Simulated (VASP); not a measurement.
# BP (F-43m) in VASP: further runs, part 2 of 2

VASP 6.6.1. Earlier steps stand in the parts before.

## Step 4: Single point, PBE

File INCAR:

```
ALGO     = Normal         # electronic algorithm
EDIFF    = 1E-6           # SCF threshold, eV
ENCUT    = 500            # plane-wave cutoff, eV
GGA      = PE             # functional
GGA_COMPAT= F            
ISIF     = 2              # what is computed and relaxed
ISMEAR   = 0              # smearing method
LASPH    = T              # aspherical terms in the spheres
LCHARG   = F              # write CHGCAR
LREAL    = F              # projectors in reciprocal space
LWAVE    = F              # write WAVECAR
NBANDS   = 11             # bands
NELM     = 120            # most SCF steps
PREC     = Accurate       # precision mode
SIGMA    = 0.01           # smearing width, eV
```

File KPOINTS:

```
k-points
0
Gamma
  6 6 6
```

File POSCAR:

```
BP
1.0
    0.0000000000      2.2690000000      2.2690000000
    2.2690000000      0.0000000000      2.2690000000
    2.2690000000      2.2690000000      0.0000000000
P B
1 1
Direct
    0.7500000000      0.7500000000      0.7500000000
    0.0000000000      0.0000000000      0.0000000000
```

Potentials or basis: VASP PAW PBE potentials, release 64 (P, B).

The run is started by

```sh
> cat potpaw_PBE.64/P/POTCAR potpaw_PBE.64/B/POTCAR > POTCAR
> mpirun -np 1 vasp_std > vasp.out
```

OUTCAR:

```text
EDIFF = 1E-6
   ENCUT = 500
   GGA = PE
   ISIF = 2
   ISMEAR = 0
   LASPH = T
   LREAL = F
   NELM = 120
   PREC = Accurate

 ion  position               nearest neighbor table
   1  0.750  0.750  0.750-   2 1.97   2 1.97   2 1.97   2 1.97
   2  0.000  0.000  0.000-   1 1.97   1 1.97   1 1.97   1 1.97

  LATTYP: Found a face centered cubic cell.
 ALAT       =     4.5380000000

  Lattice vectors:

 A1 = (   0.0000000000,   2.2690000000,   2.2690000000)
 A2 = (   2.2690000000,   0.0000000000,   2.2690000000)
 A3 = (   2.2690000000,   2.2690000000,   0.0000000000)

Analysis of symmetry for initial positions (statically):
=====================================================================
 Subroutine PRICEL returns:
 Original cell was already a primitive cell.

 Routine SETGRP: Setting up the symmetry group for a
 face centered cubic supercell.

 Subroutine GETGRP returns: Found 24 space group operations
 (whereof 24 operations were pure point group operations)
 out of a pool of 48 trial point group operations.

The static configuration has the point symmetry T_d .

Analysis of symmetry for dynamics (positions and initial velocities):
=====================================================================
 Subroutine PRICEL returns:
 Original cell was already a primitive cell.

 Routine SETGRP: Setting up the symmetry group for a
 face centered cubic supercell.

 Subroutine GETGRP returns: Found 24 space group operations
 (whereof 24 operations were pure point group operations)
 out of a pool of 48 trial point group operations.

The dynamic configuration has the point symmetry T_d .

 Subroutine INISYM returns: Found 24 space group operations
 (whereof 24 operations are pure point group operations),
 and found     1 'primitive' translations

----------------------------------------------------------------------------------------

                                     Primitive cell

  volume of cell :      23.3633

[... 105 lines left out ...]
   LHFCALC =     F    Hartree Fock is set to
   AEXX    =    0.0000 exact exchange contribution
   IVDW    =     0    specifies the selected vdW correction
   LEPSILON=     F    determine dielectric tensor
   LRPA    =     F    only Hartree local field effects (RPA)
 non-spin polarized calculation
 Gauss-broadening in eV      SIGMA  =   0.01
  energy-cutoff  :      500.00
  volume of cell :       23.36
 maximum number of plane-waves:       609
   NGX = 11   NGY = 11   NGZ = 11

 number of electron       8.0000000 magnetization

 Free energy of the ion-electron system (eV)
  ---------------------------------------------------
  ext. energy  EPLUGINS =         0.00000000
  ---------------------------------------------------
  free energy    TOTEN  =       -12.91303278 eV

  energy without entropy =      -12.91303278  energy(sigma->0) =      -12.91303278

 E-fermi :   7.5636     XC(G=0): -10.9043

 val. band max:        7.4390279164   @ k =   0.0000   0.0000   0.0000
 cond. band min:       8.7680931208   @ k =   0.5000   0.5000   0.0000
 fundamental gap:      1.3290652044
 Fermi energy:         7.5636401000

 k-point     1 :       0.0000    0.0000    0.0000
  band No.  band energies     occupation
      1      -8.0235      2.00000
      2       7.4390      2.00000
      3       7.4390      2.00000
      4       7.4390      2.00000
      5      10.8370      0.00000
      6      10.8370      0.00000
      7      10.8370      0.00000
      8      14.8135      0.00000
      9      18.9502      0.00000
     10      19.5638      0.00000
     11      19.5638      0.00000
[... 197 lines left out ...]
 k-point    16 :      -0.3333    0.5000    0.1667
  band No.  band energies     occupation
      1      -2.9692      2.00000
      2      -0.7858      2.00000
      3       2.1367      2.00000
      4       2.2605      2.00000
      5      11.2698      0.00000
      6      11.8872      0.00000
      7      16.5646      0.00000
      8      17.2185      0.00000
      9      20.3812      0.00000
     10      23.6355      0.00000
     11      23.9146      0.00000

------------------------ aborting loop because EDIFF is reached ----------------------------------------

  FORCE on cell =-STRESS in cart. coord.  units (eV):
  Direction    XX          YY          ZZ          XY          YZ          ZX
  --------------------------------------------------------------------------------------
  -------------------------------------------------------------------------------------
  Total        0.1511635      0.1511635      0.1511635      0.0000000      0.0000000     -0.0000000
  in kB       10.3663061     10.3663061     10.3663061      0.0000000      0.0000000     -0.0000000
  external PRESSURE =      10.3663061 kB  Pullay stress =       0.0000000 kB

 VOLUME and BASIS-vectors are now :
 -----------------------------------------------------------------------------
  energy-cutoff  :      500.00
  volume of cell :       23.36
      direct lattice vectors                 reciprocal lattice vectors
     0.000000000  2.269000000  2.269000000    -0.220361393  0.220361393  0.220361393
     2.269000000  0.000000000  2.269000000     0.220361393 -0.220361393  0.220361393
     2.269000000  2.269000000  0.000000000     0.220361393  0.220361393 -0.220361393

 POSITION                                       TOTAL-FORCE (eV/Angst)
 -----------------------------------------------------------------------------------
      3.40350      3.40350      3.40350         0.000000      0.000000      0.000000
      0.00000      0.00000      0.00000        -0.000000     -0.000000     -0.000000
 -----------------------------------------------------------------------------------
    total drift:                               -0.000000     -0.000000     -0.000000

  FREE ENERGIE OF THE ION-ELECTRON SYSTEM (eV)
  ---------------------------------------------------
  free  energy   TOTEN  =       -12.9130327817 eV

  energy  without entropy=      -12.9130327817  energy(sigma->0) =      -12.91303278
```

OSZICAR:

```text
N       E                     dE             d eps       ncg     rms          rms(c)
DAV:   1     0.965637204283E+01    0.96564E+01   -0.40015E+03   352   0.641E+02
DAV:   2    -0.130277509689E+02   -0.22684E+02   -0.21957E+02   464   0.110E+02
DAV:   3    -0.136237113291E+02   -0.59596E+00   -0.59432E+00   444   0.155E+01
DAV:   4    -0.136259273012E+02   -0.22160E-02   -0.22158E-02   411   0.110E+00
DAV:   5    -0.136259385562E+02   -0.11255E-04   -0.11255E-04   424   0.792E-02    0.721E+00
DAV:   6    -0.130122696793E+02    0.61367E+00   -0.13958E+00   400   0.511E+00    0.388E+00
DAV:   7    -0.129203977063E+02    0.91872E-01   -0.23408E-01   436   0.241E+00    0.133E+00
DAV:   8    -0.129124874334E+02    0.79103E-02   -0.27150E-02   405   0.940E-01    0.194E-01
DAV:   9    -0.129128169569E+02   -0.32952E-03   -0.72327E-04   403   0.181E-01    0.126E-01
DAV:  10    -0.129130204320E+02   -0.20348E-03   -0.24774E-04   395   0.993E-02    0.276E-02
DAV:  11    -0.129130319209E+02   -0.11489E-04   -0.13390E-05   432   0.234E-02    0.343E-02
DAV:  12    -0.129130329258E+02   -0.10049E-05   -0.49618E-06   388   0.108E-02    0.163E-02
DAV:  13    -0.129130327817E+02    0.14406E-06   -0.13919E-07   197   0.243E-03
   1 F= -.12913033E+02 E0= -.12913033E+02  d E =-.285639E-71
```

Run time: 3.1 s. Hardware: 1 thread of Intel Xeon Platinum 8488C (Sapphire Rapids), shared host; peak memory 0.13 GiB.

What came out:

```
Free energy            : -12.9130 eV
Pressure               : 1.0 GPa
Band gap on the k mesh : 1.33 eV, indirect (least direct gap 3.40 eV)
```

Levels at points of the mesh, in eV from the valence-band top:
| k point | band 1 | band 2 | band 3 | band 4 | band 5 | band 6 | band 7 | band 8 |
| --- | --- | --- | --- | --- | --- | --- | --- | --- |
| (0.00, 0.00, 0.00) | -15.46 | 0.00 | 0.00 | 0.00 | 3.40 | 3.40 | 3.40 | 7.37 |
| (0.50, 0.00, 0.00) | -12.14 | -9.04 | -1.76 | -1.76 | 3.78 | 4.71 | 4.71 | 10.12 |
| (0.50, 0.50, 0.00) | -10.61 | -8.58 | -4.12 | -4.12 | 1.33 | 1.66 | 12.12 | 12.12 |

## Step 5: Single point, PBE

File INCAR:

```
SYSTEM = BP
  PREC = Accurate
  ENCUT = 500
  EDIFF = 1E-6
  ISMEAR = -1
  SIGMA = 0.02
  LREAL = .False.
  LASPH = .True.
  NELM = 120
  ALGO = Normal
  ISIF = 2
  LWAVE = .False.
  LCHARG = .True.
  GGA = PE
  LELF = .True.
  LVHAR = .True.
  NBANDS = 11
  GGA_COMPAT = .False.
```

File KPOINTS:

```
regular mesh
0
Gamma
  10 10 10
  0 0 0
```

POSCAR is that of step 4.

The run is started by

```sh
> cat potpaw_PBE.64/P/POTCAR potpaw_PBE.64/B/POTCAR > POTCAR
> mpirun -np 1 vasp_std > vasp.out
```

It took 5.7 s on 1 thread of Intel Xeon Platinum 8488C (Sapphire Rapids), shared host; peak memory 0.13 GiB.

It converged, with:

* Free energy: -12.9302 eV
* Pressure: 0.9 GPa
* Band gap on the k mesh: 1.24 eV, indirect (least direct gap 3.40 eV)

Levels at points of the mesh, in eV from the valence-band top:
| k point | band 1 | band 2 | band 3 | band 4 | band 5 | band 6 | band 7 | band 8 |
| --- | --- | --- | --- | --- | --- | --- | --- | --- |
| (0.00, 0.00, 0.00) | -15.46 | 0.00 | 0.00 | 0.00 | 3.40 | 3.40 | 3.40 | 7.37 |
| (0.50, 0.00, 0.00) | -12.14 | -9.03 | -1.76 | -1.76 | 3.78 | 4.71 | 4.71 | 10.13 |
| (0.50, 0.50, 0.00) | -10.61 | -8.58 | -4.11 | -4.11 | 1.33 | 1.66 | 12.12 | 12.12 |

A k mesh can miss the band edges. Expect the measured gap to be larger: semilocal functionals such as PBE lack the derivative discontinuity.

## Step 6: Summary

| k mesh | smearing | gap on the mesh (eV) | pressure (GPa) |
| --- | --- | --- | --- |
| 10 × 10 × 10 | gaussian 0.026 eV | 1.24 | 0.9 |
| 10 × 10 × 10 | gaussian 0.028 eV | 1.24 | 0.9 |
| 6 × 6 × 6 | gaussian 0.01 eV | 1.33 | 1.0 |
| 10 × 10 × 10 | fermi-dirac 0.02 eV | 1.24 | 0.9 |

Alike in all rows: task single point; level PBE; potentials or basis VASP PAW PBE potentials, release 64 (P, B); no spin polarisation; cell as given; cutoff (eV) 500.

On the cell as given the gap runs from 1.24 eV (PBE) to 1.33 eV (PBE); the meshes differ, which moves gaps too.

Total energies depend on the potentials used, so only differences within one code and one set of settings carry meaning.
